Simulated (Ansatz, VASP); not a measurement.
Two plane-wave programs on Mg

```
CELL_PARAMETERS angstrom
-1.69440 1.69440 1.56220
1.69440 -1.69440 1.56220
1.69440 1.69440 -1.56220
ATOMIC_POSITIONS crystal
Mg 0.00000 0.00000 0.00000
```

Alike in both runs: task single point; functional PBEsol; k mesh 18 × 18 × 18; occupations gaussian, width 0.15 eV; no spin polarisation.

|  | VASP | Ansatz |
| --- | --- | --- |
| version | VASP 6.6.1 | Ansatz 0.2.0 |
| potentials or method | VASP PAW PBE potentials, release 64 (Mg), cutoff 520 eV | scalar-relativistic, plane waves, PAW |
| valence electrons in the cell | 2 | 10 |

VASP gave:

| Quantity | Value |
| --- | --- |
| gap on the k mesh at the Fermi level (eV) | none |
| pressure (GPa) | 13.1 |
| traceless stress, the component that is largest in VASP (GPa) | 1.16 |

Estimate Ansatz's values.

gap on the k mesh at the Fermi level (eV): none; pressure (GPa): 13.0; traceless stress, the component that is largest in VASP (GPa): 1.13.

VASP's potentials were made for PBE, not for PBEsol. A gap of «none» marks a metal or a gap that the smearing closes. VASP's potentials hold 2 valence electrons a cell and Ansatz's 10, so a difference there can come from the potentials and not from the codes.
